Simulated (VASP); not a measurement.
A run of VASP 6.6.1 is set up as follows.

The input INCAR:

```
PREC = Accurate
ENCUT = 520
EDIFF = 1E-6
ISMEAR = 0
SIGMA = 0.05
LREAL = F
LASPH = T
NELM = 60
ALGO = Normal
ISIF = 2
LWAVE = F
LCHARG = T
GGA = PS
LELF = T
LVHAR = T
NBANDS = 14
```

Contents of KPOINTS:

```
regular mesh
0
Gamma
  8 8 8
```

POSCAR

```
NaCl
1.0
    0.0000000000      2.9450200000      2.8317500000
    2.9450200000      0.0000000000      2.8317500000
    2.9450200000      2.9450200000      0.0000000000
Na Cl
1 1
Direct
    0.0000000000      0.0000000000      0.0000000000
    0.5000000000      0.5000000000      0.5000000000
```

Potentials or basis: VASP PAW PBE potentials, release 64 (Na_pv, Cl).

Launch:

```console
$ cat potpaw_PBE.64/Na_pv/POTCAR potpaw_PBE.64/Cl/POTCAR > POTCAR
$ mpirun -np 1 vasp_std > vasp.out
```

Task: Estimate the band gap on the k mesh.

Result: 4.61 eV.

Task: What does it give for the pressure?

Result: -2.1 GPa.

Stress tensor (GPa, compression positive):
```
-2.45  0.00  0.00
 0.00 -2.45  0.00
 0.00  0.00 -1.52
```

Caveat: the cell differs from its parent crystal (strain +0.040 along x and y, +0.000 along z); the PAW data sets were made with another functional, which shifts forces and pressure a little. A k mesh can miss the band edges.
